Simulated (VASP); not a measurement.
A run of VASP 6.6.1:

The input INCAR:

```
  ALGO = Normal
  EDIFF = 1E-6
  ENCUT = 520
  GGA = PS
  ISIF = 2
  ISMEAR = -1
  LASPH = T
  LCHARG = T
  LELF = T
  LREAL = F
  LVHAR = T
  LWAVE = F
  NBANDS = 50
  NELM = 60
  PREC = Accurate
  SIGMA = 0.05
```

Contents of KPOINTS:

```
k-points
0
Gamma
  3 6 6
```

POSCAR

```
SnSe
1.0
   11.1868733615      0.0000000000      0.0000000000
    0.0000000000      4.1044657955      0.0000000000
    0.0000000000      0.0000000000      4.3689540449
Sn Se
4 4
Direct
    0.8770000000      0.7500000000      0.9090000000
    0.6230000000      0.2500000000      0.4090000000
    0.3770000000      0.7500000000      0.5910000000
    0.1230000000      0.2500000000      0.0910000000
    0.6430000000      0.7500000000      0.9840000000
    0.8570000000      0.2500000000      0.4840000000
    0.1430000000      0.7500000000      0.5160000000
    0.3570000000      0.2500000000      0.0160000000
```

Potentials or basis: VASP PAW PBE potentials, release 64 (Sn_d, Se).

Run with:

```console
$ cat potpaw_PBE.64/Sn_d/POTCAR potpaw_PBE.64/Se/POTCAR > POTCAR
$ mpirun -np 1 vasp_std > vasp.out
```

Hardware: 1 thread of Intel Xeon 8259CL, with other jobs on the host.

Question: How long does it take, and how much memory?

Answer: It took 11 min on 1 thread of Intel Xeon 8259CL, with other jobs on the host, peak memory 0.39 GiB. Counts: scf iterations 13, k points 32.
